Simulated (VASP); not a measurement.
# TiC (I4/mmm) in VASP: a series of runs

TiC is run at these levels: PBEsol; tasks: single point.

All numbers are computed with VASP 6.6.1; they aren't measurements. Logs are shortened: lines on timing, memory, paths and dates and some standing lists are left out, and cuts for length are marked.

**1. The cell of the first run**

Symmetry: I4/mmm, No. 139, tetragonal system. The conventional cell has a = 3.060 Å, b = 3.060 Å, c = 4.198 Å, α = 90.00°, β = 90.00°, γ = 90.00°. Within 2.8 Å of Ti (site symmetry 4/mmm) lie 6 C at 2.10 to 2.16 Å. Within 2.8 Å of C (site symmetry 4/mmm) lie 6 Ti at 2.10 to 2.16 Å.

**2. Single point, PBEsol (strain +0.000 along x and y, -0.030 along z)**

The input, INCAR:

```
SYSTEM = TiC
ALGO     = Normal         ! electronic algorithm
EDIFF    = 1E-6           ! SCF threshold, eV
ENCUT    = 520            ! plane-wave cutoff, eV
GGA      = PS             ! functional
ISIF     = 2              ! what is computed and relaxed
ISMEAR   = 0              ! smearing method
LASPH    = .TRUE.         ! aspherical terms in the spheres
LCHARG   = .FALSE.        ! write CHGCAR
LREAL    = .FALSE.        ! projectors in reciprocal space
LWAVE    = .FALSE.        ! write WAVECAR
NBANDS   = 15             ! bands
NELM     = 80             ! most SCF steps
PREC     = Accurate       ! precision mode
SIGMA    = 0.15           ! smearing width, eV
```

The input, KPOINTS:

```
k-points
0
G
  18 18 18
  0 0 0
```

The input, POSCAR:

```
TiC
1.0
    0.0000000000      2.1640000000      2.0990800000
    2.1640000000      0.0000000000      2.0990800000
    2.1640000000      2.1640000000      0.0000000000
Ti C
1 1
Direct
    0.0000000000      0.0000000000      0.0000000000
    0.5000000000      0.5000000000      0.5000000000
```

Potentials or basis: VASP PAW PBE potentials, release 64 (Ti_sv, C).

On the command line:

```bash
$ cat potpaw_PBE.64/Ti_sv/POTCAR potpaw_PBE.64/C/POTCAR > POTCAR
$ mpirun -np 1 vasp_std > vasp.out
```

OUTCAR:

```text
SYSTEM = TiC
   EDIFF = 1E-6
   ENCUT = 520
   GGA = PS
   ISIF = 2
   ISMEAR = 0
   LASPH = .TRUE.
   LREAL = .FALSE.
   NELM = 80
   PREC = Accurate

 ion  position               nearest neighbor table
   1  0.000  0.000  0.000-   2 2.10   2 2.10   2 2.16   2 2.16   2 2.16   2 2.16
   2  0.500  0.500  0.500-   1 2.10   1 2.10   1 2.16   1 2.16   1 2.16   1 2.16

  LATTYP: Found a body centered tetragonal cell.
 ALAT       =     3.0603581490
 C/A-ratio  =     1.3717871555

  Lattice vectors:

 A1 = (   0.0000000000,  -2.1640000000,  -2.0990800000)
 A2 = (   0.0000000000,   2.1640000000,  -2.0990800000)
 A3 = (   2.1640000000,   0.0000000000,   2.0990800000)

Analysis of symmetry for initial positions (statically):
=====================================================================
 Subroutine PRICEL returns:
 Original cell was already a primitive cell.

 Routine SETGRP: Setting up the symmetry group for a
 body centered tetragonal supercell.

 Subroutine GETGRP returns: Found 16 space group operations
 (whereof 16 operations were pure point group operations)
 out of a pool of 16 trial point group operations.

The static configuration has the point symmetry D_4h.

Analysis of symmetry for dynamics (positions and initial velocities):
=====================================================================
 Subroutine PRICEL returns:
 Original cell was already a primitive cell.

 Routine SETGRP: Setting up the symmetry group for a
 body centered tetragonal supercell.

 Subroutine GETGRP returns: Found 16 space group operations
 (whereof 16 operations were pure point group operations)
 out of a pool of 16 trial point group operations.

The dynamic configuration has the point symmetry D_4h.

 Subroutine INISYM returns: Found 16 space group operations
 (whereof 16 operations are pure point group operations),
 and found     1 'primitive' translations

----------------------------------------------------------------------------------------

                                     Primitive cell

  volume of cell :      19.6595

  direct lattice vectors                    reciprocal lattice vectors
     0.000000000  2.164000000  2.099080000    -0.231053604  0.231053604  0.238199592
     2.164000000  0.000000000  2.099080000     0.231053604 -0.231053604  0.238199592
     2.164000000  2.164000000  0.000000000     0.231053604  0.231053604 -0.238199592

  length of vectors
     3.014802290  3.014802290  3.060358149     0.404364417  0.404364417  0.404364417

  position of ions in fractional coordinates (direct lattice)
     0.000000000  0.000000000  0.000000000
     0.500000000  0.500000000  0.500000000

  ion indices of the primitive-cell ions
   primitive index   ion index
                 1           1
                 2           2

----------------------------------------------------------------------------------------

 KPOINTS: k-points

Automatic generation of k-mesh.
 Grid dimensions read from file:
 generate k-points for:   18   18   18

 Generating k-lattice:

  Cartesian coordinates                     Fractional coordinates (reciprocal lattice)
    -0.012836311  0.012836311  0.013233311     0.055555556 -0.000000000  0.000000000
     0.012836311 -0.012836311  0.013233311    -0.000000000  0.055555556  0.000000000
     0.012836311  0.012836311 -0.013233311     0.000000000  0.000000000  0.055555556

  Length of vectors
     0.022464690  0.022464690  0.022464690

  Shift w.r.t. Gamma in fractional coordinates (k-lattice)
     0.000000000  0.000000000  0.000000000

 Subroutine IBZKPT returns following result:
 ===========================================

 Found    480 irreducible k-points:

 Following reciprocal coordinates:
            Coordinates               Weight
  0.000000  0.000000  0.000000      1.000000
  0.055556  0.000000  0.000000      8.000000
  0.111111  0.000000  0.000000      8.000000
  0.166667  0.000000  0.000000      8.000000
  0.222222 -0.000000  0.000000      8.000000
  0.277778  0.000000  0.000000      8.000000
[... 16 lines left out ...]
 -0.277778  0.055556  0.000000      8.000000
 -0.222222  0.055556  0.000000      8.000000
 [... further k-points ...]
   k-points           NKPTS =    480   k-points in BZ     NKDIM =    480   number of bands    NBANDS=     15
   number of dos      NEDOS =    301   number of ions     NIONS =      2
   total plane-waves  NPLWV =  13824
   dimension x,y,z NGX =    24 NGY =   24 NGZ =   24
   dimension x,y,z NGXF=    48 NGYF=   48 NGZF=   48
   ions per type =               1   1
   NGX,Y,Z   is equivalent  to a cutoff of  13.23, 13.23, 13.04 a.u.
   NGXF,Y,Z  is equivalent  to a cutoff of  26.47, 26.47, 26.07 a.u.
 SYSTEM =  TiC
   PREC   = accura    normal or accurate (medium, high low for compatibility)
   ISTART =      0    job   : 0-new  1-cont  2-samecut
   ICHARG =      2    charge: 1-file 2-atom 10-const
   ISPIN  =      1    spin polarized calculation?
   LNONCOLLINEAR =      F non collinear calculations
   LSORBIT =      F    spin-orbit coupling
   LASPH  =      T    aspherical Exc in radial PAW
   ENCUT  =  520.0 eV  38.22 Ry    6.18 a.u.   5.61  5.61  5.69*2*pi/ulx,y,z
   NELM   =     80;   NELMIN=  2; NELMDL= -5     # of ELM steps
   EDIFF  = 0.1E-05   stopping-criterion for ELM
   LREAL  =      F    real-space projection
[... 7 lines left out ...]
   TEBEG  =    0.0;   TEEND  =   0.0 temperature during run
   PSTRESS=    0.0 pullay stress
   NELECT =      16.0000    total number of electrons
   NUPDOWN=      -1.0000    fix difference up-down
   EMIN   =  10.00;   EMAX   =-10.00  energy-range for DOS
   EFERMI =   0.00;   METHOD = LEGACY
   ISMEAR =     0;   SIGMA  =   0.15  broadening in eV -4-tet -1-fermi 0-gaus
   EFERMI_NEDOS =   21; number of points for ismear=-14 and -15
   IALGO  =     38    algorithm
   IMIX   =      4    mixing-type and parameters
     AMIX     =   0.40;   BMIX     =  1.00
     AMIX_MAG =   1.60;   BMIX_MAG =  1.00
  volume/ion in A,a.u.               =       9.83        66.33
  Fermi-wavevector in a.u.,A,eV,Ry     =   1.528470  2.888390 31.786221  2.336221
  Thomas-Fermi vector in A             =   2.636224
   LORBIT       =      0    0 simple, 1 ext, 2 COOP (PROOUT), +10 PAW based schemes
   GGA     = PS    functional components
   LHFCALC =     F    Hartree Fock is set to
   AEXX    =    0.0000 exact exchange contribution
   IVDW    =     0    specifies the selected vdW correction
   LEPSILON=     F    determine dielectric tensor
   LRPA    =     F    only Hartree local field effects (RPA)
 non-spin polarized calculation
 Gauss-broadening in eV      SIGMA  =   0.15
  energy-cutoff  :      520.00
  volume of cell :       19.66
 maximum number of plane-waves:       545
   NGX = 11   NGY = 11   NGZ = 11

 number of electron      16.0000003 magnetization

 Free energy of the ion-electron system (eV)
  ---------------------------------------------------
  ext. energy  EPLUGINS =         0.00000000
  ---------------------------------------------------
  free energy    TOTEN  =       -19.78542440 eV

  energy without entropy =      -19.78204523  energy(sigma->0) =      -19.78373482

 E-fermi :   9.6936     XC(G=0): -13.0295

 val. band max:        9.6906167199   @ k =  -0.0556   0.0556   0.0000
 cond. band min:       9.6964619391   @ k =   0.3889   0.0000   0.3333
 fundamental gap:      0.0058452192
 Fermi energy:         9.6935525249

 k-point     1 :       0.0000    0.0000    0.0000
  band No.  band energies     occupation
      1     -46.5389      2.00000
      2     -22.6590      2.00000
      3     -22.6590      2.00000
      4     -22.6254      2.00000
      5      -2.8290      2.00000
      6      10.2919      0.00000
      7      10.2919      0.00000
      8      10.5273      0.00000
      9      11.3706      0.00000
     10      11.3941      0.00000
     11      11.3941      0.00000
     12      11.5280      0.00000
     13      11.5827      0.00000
     14      20.6850      0.00000
     15      23.7600      0.00000

 k-point     2 :       0.0556    0.0000    0.0000
  band No.  band energies     occupation
      1     -46.5363      2.00000
      2     -22.6726      2.00000
      3     -22.6611      2.00000
      4     -22.6311      2.00000
      5      -2.7553      2.00000
      6       9.9806      0.00680
      7      10.1424      0.00002
      8      10.3296      0.00000
      9      10.7335      0.00000
     10      10.8306      0.00000
     11      11.6473      0.00000
     12      12.2904      0.00000
     13      12.4796      0.00000
     14      20.8098      0.00000
     15      23.8076      0.00000

 k-point     3 :       0.1111    0.0000    0.0000
  band No.  band energies     occupation
      1     -46.5288      2.00000
      2     -22.7199      2.00000
      3     -22.6670      2.00000
      4     -22.6391      2.00000
      5      -2.5381      2.00000
      6       9.2329      1.99999
      7       9.4991      1.93319
      8       9.6487      1.32793
      9      10.7332      0.00000
     10      10.8188      0.00000
     11      11.9573      0.00000
     12      13.2553      0.00000
     13      13.4760      0.00000
     14      21.1260      0.00000
     15      23.8873      0.00000

 k-point     4 :       0.1667    0.0000    0.0000
  band No.  band energies     occupation
      1     -46.5173      2.00000
      2     -22.7968      2.00000
      3     -22.6761      2.00000
      4     -22.6462      2.00000
      5      -2.1884      2.00000
      6       8.3282      2.00000
      7       8.7921      2.00000
      8       8.9176      2.00000
      9      10.9746      0.00000
     10      11.0377      0.00000
     11      12.2326      0.00000
     12      14.2303      0.00000
     13      14.4845      0.00000
     14      21.4346      0.00000
     15      23.9305      0.00000
[... 307 lines left out ...]
 k-point    22 :      -0.3333    0.0556    0.0000
  band No.  band energies     occupation
      1     -46.4685      2.00000
      2     -23.1034      2.00000
      3     -22.7082      2.00000
      4     -22.6892      2.00000
      5      -0.3494      2.00000
      6       5.1929      2.00000
      7       7.0411      2.00000
      8       7.2782      2.00000
      9      12.0511      0.00000
     10      12.3132      0.00000
     11      13.2960      0.00000
     12      16.9300      0.00000
     13      17.3997      0.00000
     14      19.7062      0.00000
     15      25.4820      0.00000

 k-point    23 :      -0.2778    0.0556    0.0000
  band No.  band energies     occupation
      1     -46.4820      2.00000
      2     -23.0182      2.00000
      3     -22.6961      2.00000
      4     -22.6832      2.00000
      5      -0.9603      2.00000
      6       6.0640      2.00000
      7       7.3903      2.00000
      8       7.6968      2.00000
      9      11.6287      0.00000
     10      12.0140      0.00000
     11      12.9737      0.00000
     12      16.1306      0.00000
     13      16.7594      0.00000
     14      20.5831      0.00000
     15      24.8768      0.00000

 k-point    24 :      -0.2222    0.0556    0.0000
  band No.  band energies     occupation
      1     -46.4968      2.00000
      2     -22.9232      2.00000
      3     -22.6839      2.00000
      4     -22.6746      2.00000
      5      -1.5260      2.00000
      6       6.9848      2.00000
      7       7.8528      2.00000
      8       8.2048      2.00000
      9      11.2164      0.00000
     10      11.7068      0.00000
     11      12.6898      0.00000
     12      15.2422      0.00000
     13      15.9593      0.00000
     14      21.2949      0.00000
     15      24.2853      0.00000

 [... further k-points ...]

------------------------ aborting loop because EDIFF is reached ----------------------------------------

  FORCE on cell =-STRESS in cart. coord.  units (eV):
  Direction    XX          YY          ZZ          XY          YZ          ZX
  --------------------------------------------------------------------------------------
  -------------------------------------------------------------------------------------
  Total       -0.2935767     -0.2935767      1.4510362      0.0000000      0.0000000      0.0000000
  in kB      -23.9253674    -23.9253674    118.2538595      0.0000000      0.0000000      0.0000000
  external PRESSURE =      23.4677083 kB  Pullay stress =       0.0000000 kB

 VOLUME and BASIS-vectors are now :
 -----------------------------------------------------------------------------
  energy-cutoff  :      520.00
  volume of cell :       19.66
      direct lattice vectors                 reciprocal lattice vectors
     0.000000000  2.164000000  2.099080000    -0.231053604  0.231053604  0.238199592
     2.164000000  0.000000000  2.099080000     0.231053604 -0.231053604  0.238199592
     2.164000000  2.164000000  0.000000000     0.231053604  0.231053604 -0.238199592

 POSITION                                       TOTAL-FORCE (eV/Angst)
 -----------------------------------------------------------------------------------
      0.00000      0.00000      0.00000         0.000000     -0.000000      0.000000
      2.16400      2.16400      2.09908         0.000000      0.000000     -0.000000
 -----------------------------------------------------------------------------------
    total drift:                                0.000000     -0.000000     -0.000000

  FREE ENERGIE OF THE ION-ELECTRON SYSTEM (eV)
  ---------------------------------------------------
  free  energy   TOTEN  =       -19.7854244049 eV

  energy  without entropy=      -19.7820452258  energy(sigma->0) =      -19.78373482
```

It took 1.8 min on 1 thread of Intel Xeon Platinum 8259CL at 2.50GHz (Skylake/Cascade Lake), shared host; peak memory 0.26 GiB.

Results:

* Free energy: -19.7854 eV
* Pressure: 2.3 GPa
* Band gap on the k mesh: zero (bands 8 and 9 overlap by 1.46 eV)

Levels at points of the mesh, in eV from the Fermi level:
```csv
k point,band 6,band 7,band 8,band 9,band 10,band 11
"(0.00, 0.00, 0.00)",0.60,0.60,0.83,1.68,1.70,1.70
"(0.50, 0.00, 0.00)",-6.03,-3.04,-2.99,2.98,3.13,4.31
"(0.50, 0.50, 0.00)",-3.22,-1.81,-0.15,-0.15,2.87,3.70
"(0.50, 0.00, 0.50)",-3.58,-1.75,0.07,0.11,2.84,3.58
```

Caveat: the cell differs from its parent crystal (strain +0.000 along x and y, -0.030 along z); the stress differs along the axes, from -2 to 12 GPa; the PAW data sets were made with another functional, which shifts forces and pressure a little.

(Continued in part 2 of 2.)
